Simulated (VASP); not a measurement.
Set up this calculation in VASP 6.6.1, as the native input.

| Property | Result |
| --- | --- |
| Task | single point |
| Functional | LDA |
| Potentials or basis | VASP PAW LDA potentials, release 64 (Cu, S) |
| Cutoff | 520 eV |
| k mesh | 6 × 6 × 6 |
| Occupations | methfessel-paxton, width 0.1 eV |
| Spin | no spin polarisation |
| Dipole correction | no |
| Further INCAR settings | ALGO = Normal; EDIFF = 1e-06; NBANDS = 16 |

The structure of CuS lies in POSCAR:

```
CuS
1.0
    0.0000000000      2.4399030000      2.4399030000
    2.4399030000      0.0000000000      2.4399030000
    2.4399030000      2.4399030000      0.0000000000
Cu S
1 1
Direct
    0.0000000000      0.0000000000      0.0000000000
    0.5000000000      0.5000000000      0.5000000000
```

The input as run:

INCAR

```
SYSTEM = CuS
ALGO     = Normal         ! electronic algorithm
EDIFF    = 1E-6           ! SCF threshold, eV
ENCUT    = 520            ! plane-wave cutoff, eV
GGA      = CA             ! functional
ISIF     = 2              ! what is computed and relaxed
ISMEAR   = 1              ! smearing method
LASPH    = .True.         ! aspherical terms in the spheres
LCHARG   = .False.        ! write CHGCAR
LREAL    = .False.        ! projectors in reciprocal space
LWAVE    = .False.        ! write WAVECAR
NBANDS   = 16             ! bands
NELM     = 60             ! most SCF steps
PREC     = Accurate       ! precision mode
SIGMA    = 0.1            ! smearing width, eV
```

KPOINTS

```
k-points
0
Gamma
  6 6 6
  0 0 0
```

Potentials or basis: VASP PAW LDA potentials, release 64 (Cu, S).

Command:

```bash
$ cat potpaw_LDA.64/Cu/POTCAR potpaw_LDA.64/S/POTCAR > POTCAR
$ mpirun -np 1 vasp_std > vasp.out
```

It gave:

```yaml
Pressure: -8.8 GPa
```

Caveat: the k points lie up to 0.37 Å⁻¹ apart.

Run time: 13 s on 1 thread of AMD EPYC 7R13, with other jobs on the host, peak memory 0.11 GiB.
